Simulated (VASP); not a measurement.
Set up this calculation in VASP 6.6.1, as the native input.

| Quantity | Value |
| --- | --- |
| Task | single point |
| Functional | PBE exchange alone |
| Potentials or basis | VASP PAW PBE potentials, release 64 (Sc_sv) |
| Cutoff | 520 eV |
| k mesh | 10 × 10 × 10 |
| Occupations | gaussian, width 0.01 eV |
| Spin | no spin polarisation |
| Dipole correction | no |
| Further INCAR settings | ALGO = Fast; EDIFF = 1e-06; NBANDS = 12 |

The structure of Sc lies in POSCAR:

```
Sc
1.0
    0.0000000000      2.2600000000      2.2600000000
    2.2600000000      0.0000000000      2.2600000000
    2.2600000000      2.2600000000      0.0000000000
Sc
1
Direct
    0.0000000000      0.0000000000      0.0000000000
```

This isn't the form of Sc at room conditions, which is hcp.

One way to write it, as run:

INCAR

```
SYSTEM = Sc
  AGGAC = 0.0
  ALDAC = 0.0
  ALGO = Fast
  EDIFF = 1E-6
  ENCUT = 520
  GGA = PE
  ISIF = 2
  ISMEAR = 0
  LASPH = .TRUE.
  LCHARG = .FALSE.
  LREAL = .FALSE.
  LWAVE = .FALSE.
  NBANDS = 12
  NELM = 60
  PREC = Accurate
  SIGMA = 0.01
```

KPOINTS

```
k-points
0
G
  10 10 10
  0 0 0
```

Potentials or basis: VASP PAW PBE potentials, release 64 (Sc_sv).

Command:

```console
$ cat potpaw_PBE.64/Sc_sv/POTCAR > POTCAR
$ mpirun -np 1 vasp_std > vasp.out
```

Results of the run:

```
Pressure               : 11.3 GPa
Band gap on the k mesh : zero (an odd number of electrons rules out a gap without spin polarisation)
```

Caveat: the cell stands under pressure.

It took 7.2 s on 1 thread of Intel(R) Xeon(R) 6975P-C (Granite Rapids), on a shared host, peak memory 0.13 GiB.
